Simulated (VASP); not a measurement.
Crystal: SiC.

```
Si C
1.0
     3.07662    0.00000    0.00000
    -1.53831    2.66443    0.00000
     0.00000    0.00000   15.09808
Si C
6 6
Direct
  0.33333 0.66667 0.83299
  0.66667 0.33333 0.33299
  0.66667 0.33333 0.66650
  0.33333 0.66667 0.16650
  0.00000 0.00000 0.49973
  0.00000 0.00000 0.99973
  0.00000 0.00000 0.87437
  0.00000 0.00000 0.37437
  0.33333 0.66667 0.70800
  0.66667 0.33333 0.20800
  0.66667 0.33333 0.54152
  0.33333 0.66667 0.04152
```

| Quantity | Value |
| --- | --- |
| Program | VASP 6.6.1 |
| Task | relaxation of cell and atoms |
| Functional | PBE |
| Potentials or basis | VASP PAW PBE potentials, release 64 (Si, C) |
| Cutoff | 600 eV |
| k mesh | 12 × 12 × 2 |
| Occupations | gaussian, width 0.02 eV |
| Spin | no spin polarisation |

At the start: pressure 3.7 GPa; volume 10.31 Å³/atom.

Problem. How do energy, volume and symmetry change on relaxing?

Solution. Over 5 steps the energy falls by 2.0 meV/atom and the volume is 10.49 Å³/atom (+1.7 %); space group P6_3mc (No. 186, to 0.05 Å).

The path:
| step | energy change (eV) | largest force (eV/Å) | pressure (GPa) | volume (Å³) |
| --- | --- | --- | --- | --- |
| 1 | 0.0000 | 0.0075 | 3.72 | 123.77 |
| 2 | 0.0013 | 0.0174 | -3.59 | 128.10 |
| 3 | -0.0241 | 0.0053 | 0.00 | 125.88 |
| 4 | -0.0241 | 0.0050 | 0.07 | 125.84 |
| 5 | -0.0241 | 0.0045 | 0.07 | 125.84 |

Final structure:
```
Si C
1.0
     3.09377    0.00000    0.00000
    -1.54689    2.67928    0.00000
     0.00000    0.00000   15.18131
Si C
6 6
Direct
  0.33333 0.66667 0.83299
  0.66667 0.33333 0.33299
  0.66667 0.33333 0.66650
  0.33333 0.66667 0.16650
  0.00000 0.00000 0.49973
  0.00000 0.00000 0.99973
  0.00000 0.00000 0.87437
  0.00000 0.00000 0.37437
  0.33333 0.66667 0.70800
  0.66667 0.33333 0.20800
  0.66667 0.33333 0.54151
  0.33333 0.66667 0.04151
```
